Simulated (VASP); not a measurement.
# SnSe (R-3m) in VASP: notebook, part 2 of 2

VASP 6.6.1. The steps go on from the part before.

## Step 3: Electric field gradients, PBE (equal xy, yz and zx shear strains of -2 %)

INCAR reads:

```
  PREC = Accurate
  ENCUT = 520
  EDIFF = 1E-8
  ISMEAR = -1
  SIGMA = 0.02
  LREAL = False
  LASPH = True
  NELM = 60
  ALGO = Normal
  ISIF = 2
  LWAVE = False
  LCHARG = False
  GGA = PE
  LEFG = True
  NBANDS = 17
```

KPOINTS reads:

```
regular mesh
0
Gamma
  9 9 9
```

POSCAR reads:

```
SnSe
1.0
   -0.0602000000      2.9799000000      2.9799000000
    2.9799000000     -0.0602000000      2.9799000000
    2.9799000000      2.9799000000     -0.0602000000
Sn Se
1 1
Direct
    0.0000000000      0.0000000000      0.0000000000
    0.5000000000      0.5000000000      0.5000000000
```

Potentials or basis: VASP PAW PBE potentials, release 64 (Sn_d, Se).

Launch:

```
cat potpaw_PBE.64/Sn_d/POTCAR potpaw_PBE.64/Se/POTCAR > POTCAR
mpirun -np 1 vasp_std > vasp.out
```

OUTCAR:

```text
PREC = Accurate
   ENCUT = 520
   EDIFF = 1E-8
   ISMEAR = -1
   LREAL = False
   LASPH = True
   NELM = 60
   ISIF = 2
   GGA = PE

 ion  position               nearest neighbor table
   1  0.000  0.000  0.000-   2 3.01   2 3.01   2 3.01   2 3.01   2 3.01   2 3.01
   2  0.500  0.500  0.500-   1 3.01   1 3.01   1 3.01   1 3.01   1 3.01   1 3.01

  LATTYP: Found a trigonal (rhomboedric) cell.
 ALAT       =     4.2146449506
 COS(alpha) =     0.4797000918

  Lattice vectors:

 A1 = (  -0.0602000000,   2.9799000000,   2.9799000000)
 A2 = (   2.9799000000,  -0.0602000000,   2.9799000000)
 A3 = (   2.9799000000,   2.9799000000,  -0.0602000000)

Analysis of symmetry for initial positions (statically):
=====================================================================
 Subroutine PRICEL returns:
 Original cell was already a primitive cell.

[... 669 lines left out ...]
  energy-cutoff  :      520.00
  volume of cell :       54.53
      direct lattice vectors                 reciprocal lattice vectors
    -0.060200000  2.979900000  2.979900000    -0.162790026  0.166146522  0.166146522
     2.979900000 -0.060200000  2.979900000     0.166146522 -0.162790026  0.166146522
     2.979900000  2.979900000 -0.060200000     0.166146522  0.166146522 -0.162790026

 POSITION                                       TOTAL-FORCE (eV/Angst)
 -----------------------------------------------------------------------------------
      0.00000      0.00000      0.00000         0.000000      0.000000     -0.000000
      2.94980      2.94980      2.94980        -0.000000     -0.000000      0.000000
 -----------------------------------------------------------------------------------
    total drift:                                0.000000     -0.000000     -0.000000

  FREE ENERGIE OF THE ION-ELECTRON SYSTEM (eV)
  ---------------------------------------------------
  free  energy   TOTEN  =        -8.2103877655 eV

  energy  without entropy=       -8.2103875310  energy(sigma->0) =       -8.21038765

 Electric field gradients (V/A^2)
---------------------------------------------------------------------
 ion       V_xx      V_yy      V_zz      V_xy      V_xz      V_yz
---------------------------------------------------------------------
   1      -0.000    -0.000    -0.000     0.242     0.242     0.242
   2      -0.000    -0.000     0.000    -6.777    -6.777    -6.777
---------------------------------------------------------------------

 Electric field gradients after diagonalization (V/A^2)
 (convention: |V_zz| > |V_xx| > |V_yy|)
----------------------------------------------------------------------
 ion       V_xx      V_yy      V_zz     asymmetry (V_yy - V_xx)/ V_zz
----------------------------------------------------------------------
   1      -0.242    -0.242     0.485       0.000
   2       6.777     6.777   -13.553       0.000
----------------------------------------------------------------------

           NMR quadrupolar parameters

 Cq : quadrupolar parameter    Cq=e*Q*V_zz/h
 eta: asymmetry parameters     (V_yy - V_xx)/ V_zz
 Q  : nuclear electric quadrupole moment in mb (millibarn)
----------------------------------------------------------------------
 ion       Cq(MHz)       eta       Q (mb)
----------------------------------------------------------------------
   1       0.001       0.000       1.000
   2      -0.033       0.000       1.000
----------------------------------------------------------------------
```

stdout:

```text
POSCAR found type information on POSCAR SnSe
 POSCAR found :  2 types and       2 ions
 scaLAPACK will be used
 LDA part: xc-table for (Slater+PW92), standard interpolation
 POSCAR, INCAR and KPOINTS ok, starting setup
 FFT: planning ... GRIDC
 FFT: planning ... GRID_SOFT
 FFT: planning ... GRID
 WAVECAR not read
 entering main loop
ion   1

ion   2
```

Run time: 65 s. Hardware: 1 thread of Intel Xeon Platinum 8488C (Sapphire Rapids), shared host; peak memory 0.22 GiB.

Results:

- Free energy: -8.2104 eV
- Pressure: 1.0 GPa
- Band gap on the k mesh: 0.43 eV, indirect (least direct gap 0.60 eV)

Levels at points of the mesh, in eV from the valence-band top:
```csv
k point,band 6,band 7,band 8,band 9,band 10,band 11,band 12,band 13,band 14,band 15
"(0.00, 0.00, 0.00)",-13.85,-5.06,-2.25,-2.25,-2.01,4.29,4.36,4.36,5.75,5.75
```

Electric field gradients, principal values (V/Å²):
| atom | least | middle | greatest (by size) |
| --- | --- | --- | --- |
| 1 Sn | -0.242 | -0.242 | 0.485 |
| 2 Se | 6.777 | 6.777 | -13.553 |

Caveat: the cell differs from its parent crystal (equal xy, yz and zx shear strains of -2 %); without QUAD_EFG the Cq values of the log hold for a quadrupole moment of 1 mb, not for the nuclei; spin-orbit coupling is left out, which moves the levels of the heavy elements. A k mesh can miss the band edges.

## Step 4: Electric field gradients, PBE (equal xy, yz and zx shear strains of +1 %)

INCAR reads:

```
PREC = Accurate
ENCUT = 520
EDIFF = 1E-8
ISMEAR = -1
SIGMA = 0.02
LREAL = F
LASPH = T
NELM = 80
ALGO = Normal
ISIF = 2
LWAVE = F
LCHARG = F
GGA = PE
LEFG = T
NBANDS = 17
```

KPOINTS reads:

```
Automatic mesh
0
Gamma
  9 9 9
```

POSCAR reads:

```
SnSe
1.0
    0.0301000000      3.0250500000      3.0250500000
    3.0250500000      0.0301000000      3.0250500000
    3.0250500000      3.0250500000      0.0301000000
Sn Se
1 1
Direct
    0.0000000000      0.0000000000      0.0000000000
    0.5000000000      0.5000000000      0.5000000000
```

Potentials or basis: VASP PAW PBE potentials, release 64 (Sn_d, Se).

Launch:

```
cat potpaw_PBE.64/Sn_d/POTCAR potpaw_PBE.64/Se/POTCAR > POTCAR
mpirun -np 1 vasp_std > vasp.out
```

OUTCAR:

```text
PREC = Accurate
   ENCUT = 520
   EDIFF = 1E-8
   ISMEAR = -1
   LREAL = F
   LASPH = T
   NELM = 80
   ISIF = 2
   GGA = PE

 ion  position               nearest neighbor table
   1  0.000  0.000  0.000-   2 3.01   2 3.01   2 3.01   2 3.01   2 3.01   2 3.01
   2  0.500  0.500  0.500-   1 3.01   1 3.01   1 3.01   1 3.01   1 3.01   1 3.01

  LATTYP: Found a trigonal (rhomboedric) cell.
 ALAT       =     4.2781726257
 COS(alpha) =     0.5099250056

  Lattice vectors:

 A1 = (   0.0301000000,   3.0250500000,   3.0250500000)
 A2 = (   3.0250500000,   0.0301000000,   3.0250500000)
 A3 = (   3.0250500000,   3.0250500000,   0.0301000000)

Analysis of symmetry for initial positions (statically):
=====================================================================
 Subroutine PRICEL returns:
 Original cell was already a primitive cell.

 Routine SETGRP: Setting up the symmetry group for a
 trigonal (rhombohedral) supercell.

 Subroutine GETGRP returns: Found 12 space group operations
 (whereof 12 operations were pure point group operations)
 out of a pool of 12 trial point group operations.

The static configuration has the point symmetry D_3d.

Analysis of symmetry for dynamics (positions and initial velocities):
=====================================================================
 Subroutine PRICEL returns:
 Original cell was already a primitive cell.

 Routine SETGRP: Setting up the symmetry group for a
 trigonal (rhombohedral) supercell.

 Subroutine GETGRP returns: Found 12 space group operations
 (whereof 12 operations were pure point group operations)
 out of a pool of 12 trial point group operations.

The dynamic configuration has the point symmetry D_3d.

 Subroutine INISYM returns: Found 12 space group operations
[... 150 lines left out ...]

 k-point     1 :       0.0000    0.0000    0.0000
  band No.  band energies     occupation
      1     -16.0165      2.00000
      2     -16.0165      2.00000
      3     -16.0151      2.00000
      4     -16.0128      2.00000
      5     -16.0128      2.00000
      6      -8.2736      2.00000
[... 457 lines left out ...]
      4     -15.9992      2.00000
      5     -15.9982      2.00000
      6      -7.1100      2.00000
[... 9 lines left out ...]
     16      17.2428      0.00000
     17      18.1622      0.00000

 [... further k-points ...]
[... 5 lines left out ...]
  --------------------------------------------------------------------------------------
  -------------------------------------------------------------------------------------
  Total        0.3513572      0.3513572      0.3513572     -0.0638159     -0.0638159     -0.0638159
  in kB       10.3219665     10.3219665     10.3219665     -1.8747461     -1.8747461     -1.8747461
  external PRESSURE =      10.3219665 kB  Pullay stress =       0.0000000 kB

 VOLUME and BASIS-vectors are now :
 -----------------------------------------------------------------------------
  energy-cutoff  :      520.00
  volume of cell :       54.54
      direct lattice vectors                 reciprocal lattice vectors
     0.030100000  3.025050000  3.025050000    -0.167774169  0.166121222  0.166121222
     3.025050000  0.030100000  3.025050000     0.166121222 -0.167774169  0.166121222
     3.025050000  3.025050000  0.030100000     0.166121222  0.166121222 -0.167774169

 POSITION                                       TOTAL-FORCE (eV/Angst)
 -----------------------------------------------------------------------------------
      0.00000      0.00000      0.00000        -0.000000      0.000000     -0.000000
      3.04010      3.04010      3.04010         0.000000     -0.000000      0.000000
 -----------------------------------------------------------------------------------
    total drift:                                0.000000     -0.000000     -0.000000

  FREE ENERGIE OF THE ION-ELECTRON SYSTEM (eV)
  ---------------------------------------------------
  free  energy   TOTEN  =        -8.2132102931 eV

  energy  without entropy=       -8.2132102639  energy(sigma->0) =       -8.21321028

 Electric field gradients (V/A^2)
---------------------------------------------------------------------
 ion       V_xx      V_yy      V_zz      V_xy      V_xz      V_yz
---------------------------------------------------------------------
   1      -0.000    -0.000     0.000    -0.093    -0.093    -0.093
   2      -0.000     0.000     0.000     3.341     3.341     3.341
---------------------------------------------------------------------

 Electric field gradients after diagonalization (V/A^2)
 (convention: |V_zz| > |V_xx| > |V_yy|)
----------------------------------------------------------------------
 ion       V_xx      V_yy      V_zz     asymmetry (V_yy - V_xx)/ V_zz
----------------------------------------------------------------------
   1       0.093     0.093    -0.185       0.000
   2      -3.341    -3.341     6.683       0.000
----------------------------------------------------------------------

           NMR quadrupolar parameters

 Cq : quadrupolar parameter    Cq=e*Q*V_zz/h
 eta: asymmetry parameters     (V_yy - V_xx)/ V_zz
 Q  : nuclear electric quadrupole moment in mb (millibarn)
----------------------------------------------------------------------
 ion       Cq(MHz)       eta       Q (mb)
----------------------------------------------------------------------
   1      -0.000       0.000       1.000
   2       0.016       0.000       1.000
----------------------------------------------------------------------
```

OSZICAR:

```text
N       E                     dE             d eps       ncg     rms          rms(c)
DAV:   1     0.133185278593E+03    0.13319E+03   -0.97748E+03  2941   0.143E+03
DAV:   2     0.439332220371E+01   -0.12879E+03   -0.12477E+03  3106   0.353E+02
DAV:   3    -0.806876481309E+01   -0.12462E+02   -0.12374E+02  3535   0.943E+01
DAV:   4    -0.838979355541E+01   -0.32103E+00   -0.32079E+00  3483   0.159E+01
DAV:   5    -0.839907556512E+01   -0.92820E-02   -0.92816E-02  4220   0.265E+00    0.306E+00
DAV:   6    -0.821220106187E+01    0.18687E+00   -0.46028E-01  4222   0.388E+00    0.181E+00
DAV:   7    -0.821107428149E+01    0.11268E-02   -0.83132E-02  3411   0.128E+00    0.907E-01
DAV:   8    -0.821336305018E+01   -0.22888E-02   -0.91688E-03  3511   0.847E-01    0.125E-01
DAV:   9    -0.821312740373E+01    0.23565E-03   -0.15068E-03  4218   0.315E-01    0.529E-02
DAV:  10    -0.821320424001E+01   -0.76836E-04   -0.18161E-04  3342   0.765E-02    0.119E-02
DAV:  11    -0.821321008930E+01   -0.58493E-05   -0.17858E-05  3876   0.375E-02    0.272E-03
DAV:  12    -0.821321040919E+01   -0.31989E-06   -0.13416E-06  3626   0.116E-02    0.153E-03
DAV:  13    -0.821321032525E+01    0.83934E-07   -0.88301E-08  3543   0.267E-03    0.562E-04
DAV:  14    -0.821321027101E+01    0.54249E-07   -0.39613E-08  3271   0.165E-03    0.137E-04
DAV:  15    -0.821321028641E+01   -0.15402E-07   -0.18239E-09  2266   0.406E-04    0.694E-05
DAV:  16    -0.821321029313E+01   -0.67180E-08   -0.19485E-10  1778   0.141E-04
   1 F= -.82132103E+01 E0= -.82132103E+01  d E =-.292198E-07
```

Run time: 58 s. Hardware: 1 thread of Intel Xeon Platinum 8488C (Sapphire Rapids), shared host; peak memory 0.22 GiB.

What came out:

* Free energy: -8.2132 eV
* Pressure: 1.0 GPa
* Band gap on the k mesh: 0.53 eV, indirect (least direct gap 0.61 eV)

Electric field gradients, principal values (V/Å²):
| atom | least | middle | greatest (by size) |
| --- | --- | --- | --- |
| 1 Sn | 0.093 | 0.093 | -0.185 |
| 2 Se | -3.341 | -3.341 | 6.683 |

Caveat: the cell differs from its parent crystal (equal xy, yz and zx shear strains of +1 %); without QUAD_EFG the Cq values of the log hold for a quadrupole moment of 1 mb, not for the nuclei; spin-orbit coupling is left out, which moves the levels of the heavy elements.

## Step 5: Summary

| cell | gap on the mesh (eV) | pressure (GPa) |
| --- | --- | --- |
| a = 4.300 Å, angles 58.7°, 2 atoms | 0.42 | 1.0 |
| a = 4.215 Å, angles 61.3°, 2 atoms | 0.43 | 1.0 |
| a = 4.278 Å, angles 59.3°, 2 atoms | 0.53 | 1.0 |

Alike in all rows: task electric field gradients; level PBE; potentials or basis VASP PAW PBE potentials, release 64 (Sn_d, Se); no spin polarisation; k mesh 9 × 9 × 9; cutoff (eV) 520; smearing fermi-dirac 0.02 eV.

Caveats: spin-orbit coupling is left out, which moves the levels of the heavy elements.

Total energies depend on the potentials used, so only differences within one code and one set of settings carry meaning.
